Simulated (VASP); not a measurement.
Crystal: CuAu (Tetraauricupride).

```
Cu Au
1.0
     2.87128    0.00000    0.00000
     0.00000    2.87128    0.00000
     0.00000    0.00000    3.64043
Cu Au
1 1
Cartesian
  1.4356 1.4356 1.8202
  0.0000 0.0000 0.0000
```

| Quantity | Value |
| --- | --- |
| Program | VASP 6.6.1 |
| Task | relaxation of cell and atoms |
| Functional | PBEsol |
| Potentials or basis | VASP PAW PBE potentials, release 64 (Cu, Au) |
| Cutoff | 600 eV |
| k mesh | 16 × 16 × 12 |
| Occupations | gaussian, width 0.1 eV |
| Spin | no spin polarisation |

At the start: pressure -7.9 GPa; volume 15.01 Å³/atom.

**Question.** Where does the relaxation end?

**Answer.** Over 11 steps the energy falls by 20.4 meV/atom and the volume is 14.23 Å³/atom (-5.2 %); space group P4/mmm (No. 123, to 0.05 Å).

The path:
```
step  energy change (eV)  largest force (eV/Å)  pressure (GPa)  volume (Å³)
   1              0.0000                0.0000           -7.94        30.01
   2              0.0096                0.0000           10.81        26.90
   3             -0.0408                0.0000           -0.27        28.48
   4             -0.0408                0.0000            0.13        28.43
   5             -0.0408                0.0000           -0.12        28.48
   6             -0.0408                0.0000           -0.05        28.46
   7             -0.0408                0.0000           -0.08        28.46
   8             -0.0408                0.0000            0.04        28.44
   9             -0.0408                0.0000            0.02        28.45
  10             -0.0408                0.0000           -0.02        28.45
  11             -0.0408                0.0000           -0.02        28.45
```

Final structure:
```
CELL_PARAMETERS angstrom
2.81923 0.00000 0.00000
0.00000 2.81923 0.00000
0.00000 0.00000 3.57987
ATOMIC_POSITIONS crystal
Cu 0.50000 0.50000 0.50000
Au 0.00000 0.00000 0.00000
```

Caveat: the PAW data sets were made with another functional, which shifts forces and pressure a little.
